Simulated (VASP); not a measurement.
Set up this calculation in VASP 6.6.1, as the native input.

```
Task                   : single point
Functional             : PBE
Potentials or basis    : VASP PAW PBE potentials, release 64 (Al, Ni)
Cutoff                 : 520 eV
k mesh                 : 16 × 16 × 16
Occupations            : gaussian, width 0.15 eV
Spin                   : no spin polarisation
Dipole correction      : no
Further INCAR settings : ALGO = Normal; EDIFF = 1e-06; NBANDS = 14
```

The structure of AlNi lies in POSCAR:

```
AlNi
1.0
    2.8810000000      0.0000000000      0.0000000000
    0.0000000000      2.8810000000      0.0000000000
    0.0000000000      0.0000000000      2.8810000000
Al Ni
1 1
Direct
   -0.0075149723     -0.0075149723     -0.0075149723
    0.5000000000      0.5000000000      0.5000000000
```

This cell differs from its parent crystal: all Al atoms moved +0.037 Å, as atom 1 towards its neighbour atom 2 (Ni) at 2.495 Å.

The input as run:

INCAR

```
  PREC = Accurate
  ENCUT = 520
  EDIFF = 1E-6
  ISMEAR = 0
  SIGMA = 0.15
  LREAL = False
  LASPH = True
  NELM = 100
  ALGO = Normal
  ISIF = 2
  LWAVE = False
  LCHARG = False
  GGA = PE
  NBANDS = 14
```

KPOINTS

```
Automatic mesh
0
Gamma
  16 16 16
```

Potentials or basis: VASP PAW PBE potentials, release 64 (Al, Ni).

Run with:

```bash
$ cat potpaw_PBE.64/Al/POTCAR potpaw_PBE.64/Ni/POTCAR > POTCAR
$ mpirun -np 1 vasp_std > vasp.out
```

It gave:

| Property | Result |
| --- | --- |
| Pressure | 2.1 GPa |
| Largest force | 0.225 eV/Å |

Caveat: the cell differs from its parent crystal (all Al atoms moved +0.037 Å, as atom 1 towards its neighbour atom 2 (Ni) at 2.495 Å).

Run time: 53 s on 1 thread of AMD EPYC 9R45 96-Core Processor (Zen 5) (shared host), peak memory 0.23 GiB.
